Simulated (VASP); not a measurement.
Write the native input for VASP 6.6.1 that does the following.

```
Task                   : single point
Functional             : PBE
Potentials or basis    : VASP PAW PBE potentials, release 64 (In_d)
Cutoff                 : 520 eV
k mesh                 : 12 × 12 × 4
Occupations            : gaussian, width 0.1 eV
Spin                   : no spin polarisation
Dipole correction      : no
Further INCAR settings : ALGO = Normal; EDIFF = 1e-07; NBANDS = 34
```

The structure of In lies in POSCAR:

```
In
1.0
    3.3281871181      0.0000000000      0.0000000000
   -1.6640935590      2.8822945928      0.0000000000
    0.0000000000      0.0000000000     10.3612402006
In
4
Direct
    0.0000000000      0.0000000000     -0.0196423855
    0.3333333300      0.6666666700      0.2500000000
    0.0000000000      0.0000000000      0.5196423855
    0.6666666700      0.3333333300      0.7500000000
```

This cell differs from its parent crystal: strained and its atoms moved.

One way to write it, as run:

INCAR

```
SYSTEM = In
PREC = Accurate
ENCUT = 520
EDIFF = 1E-7
ISMEAR = 0
SIGMA = 0.1
LREAL = .False.
LASPH = .True.
NELM = 60
ALGO = Normal
ISIF = 2
LWAVE = .False.
LCHARG = .True.
GGA = PE
LELF = .True.
LVHAR = .True.
NBANDS = 34
```

KPOINTS

```
Automatic mesh
0
Gamma
  12 12 4
  0 0 0
```

Potentials or basis: VASP PAW PBE potentials, release 64 (In_d).

Run with:

```sh
$ cat potpaw_PBE.64/In_d/POTCAR > POTCAR
$ mpirun -np 1 vasp_std > vasp.out
```

Results of the run:

* Pressure: 5.7 GPa
* Largest force: 0.833 eV/Å
* Band gap on the k mesh: zero (band 26 reaches 12.41 eV, above the bottom of band 27 at 6.72 eV)

Caveat: the cell differs from its parent crystal (strained and its atoms moved); spin-orbit coupling is left out, which moves the levels of the heavy elements.

Run time: 2.7 min on 1 thread of Intel(R) Xeon(R) Platinum 8488C (Sapphire Rapids) (shared host), peak memory 0.31 GiB.
